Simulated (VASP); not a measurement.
Set up this calculation in VASP 6.6.1, as the native input.

| Property | Result |
| --- | --- |
| Task | electric field gradients |
| Functional | PBE |
| Potentials or basis | VASP PAW PBE potentials, release 64 (Bi_d, Ti_sv, O) |
| Cutoff | 520 eV |
| k mesh | 3 × 3 × 2 |
| Occupations | fermi-dirac, width 0.01 eV |
| Spin | collinear spin |
| Dipole correction | no |
| Further INCAR settings | LREAL = Auto; ALGO = Normal; EDIFF = 1e-08; NBANDS = 174 |

The structure of Ti11BiO24 (a cell with a defect) lies in POSCAR:

```
Ti11BiO24
1.0
    4.5922000000      4.5922000000      0.0000000000
   -4.5922000000      4.5922000000      0.0000000000
    0.0000000000      0.0000000000      8.8722000000
Bi Ti O
1 11 24
Direct
    0.0000000000      0.0000000000      0.0000000000
    0.0000000000      0.0000000000      0.3333333333
    0.0000000000      0.0000000000      0.6666666667
    0.5000000000      0.5000000000      0.0000000000
    0.5000000000      0.5000000000      0.3333333333
    0.5000000000      0.5000000000      0.6666666667
    0.5000000000      0.0000000000      0.1666666667
    0.5000000000      0.0000000000      0.5000000000
    0.5000000000      0.0000000000      0.8333333333
    0.0000000000      0.5000000000      0.1666666667
    0.0000000000      0.5000000000      0.5000000000
    0.0000000000      0.5000000000      0.8333333333
    0.3049600000      0.0000000000      0.0000000000
    0.3049600000      0.0000000000      0.3333333333
    0.3049600000      0.0000000000      0.6666666667
    0.8049600000      0.5000000000      0.0000000000
    0.8049600000      0.5000000000      0.3333333333
    0.8049600000      0.5000000000      0.6666666667
    0.5000000000      0.3049600000      0.1666666667
    0.5000000000      0.3049600000      0.5000000000
    0.5000000000      0.3049600000      0.8333333333
    0.0000000000      0.8049600000      0.1666666667
    0.0000000000      0.8049600000      0.5000000000
    0.0000000000      0.8049600000      0.8333333333
    0.6950400000      0.0000000000      0.0000000000
    0.6950400000      0.0000000000      0.3333333333
    0.6950400000      0.0000000000      0.6666666667
    0.1950400000      0.5000000000      0.0000000000
    0.1950400000      0.5000000000      0.3333333333
    0.1950400000      0.5000000000      0.6666666667
    0.5000000000      0.6950400000      0.1666666667
    0.5000000000      0.6950400000      0.5000000000
    0.5000000000      0.6950400000      0.8333333333
    0.0000000000      0.1950400000      0.1666666667
    0.0000000000      0.1950400000      0.5000000000
    0.0000000000      0.1950400000      0.8333333333
```

These files were run (other wordings do the same):

INCAR

```
SYSTEM = Ti11BiO24
  PREC = Accurate
  ENCUT = 520
  EDIFF = 1E-8
  ISMEAR = -1
  SIGMA = 0.01
  LREAL = Auto
  LASPH = .TRUE.
  NELM = 150
  ALGO = Normal
  ISIF = 2
  LWAVE = .FALSE.
  LCHARG = .FALSE.
  ISPIN = 2
  MAGMOM = 1 0 0 0 0 0 0 0 0 0 0 0 0 0 0 0 0 0 0 0 0 0 0 0 0 0 0 0 0 0 0 0 0 0 0 0
  LORBIT = 11
  LMAXMIX = 4
  GGA = PE
  LEFG = .TRUE.
  NBANDS = 174
  LUSENCCL = .FALSE.
```

KPOINTS

```
regular mesh
0
G
  3 3 2
  0 0 0
```

Potentials or basis: VASP PAW PBE potentials, release 64 (Bi_d, Ti_sv, O).

Launch:

```bash
$ cat potpaw_PBE.64/Bi_d/POTCAR potpaw_PBE.64/Ti_sv/POTCAR potpaw_PBE.64/O/POTCAR > POTCAR
$ mpirun -np 1 vasp_std > vasp.out
```

Results of the run:

```json
{"Pressure": "14.9 GPa", "Largest force": "3.890 eV/Å", "Net moment": "0.45 μB per cell", "Site moments": "Bi +0.03; Ti +0.07, +0.04, +0.03, +0.02, +0.01 (each value once); O +0.01, -0.00 (each value once) μB", "Largest electric field gradient by atom": "Bi -145.5; Ti -30.7, -20.5, -20.4, -23.4, -26.6, -21.0 (each value once); O +69.9, -21.8, +20.5, +21.5, +21.6, +22.1, +62.2, -21.0 (each value once) V/Å²", "Valence electrons inside the program's atomic spheres": "Bi 13.25; Ti 10.27, 10.25, 10.24, 10.26 (each value once); O 5.13, 5.08, 5.14, 5.07 (each value once)"}
```

Caveat: without QUAD_EFG the Cq values of the log hold for a quadrupole moment of 1 mb, not for the nuclei.

Run time: 13 min on 1 × NVIDIA H100 80GB with 1 thread of AMD EPYC 7R13 Processor (Zen 3) (shared host), peak memory 1.9 GiB.
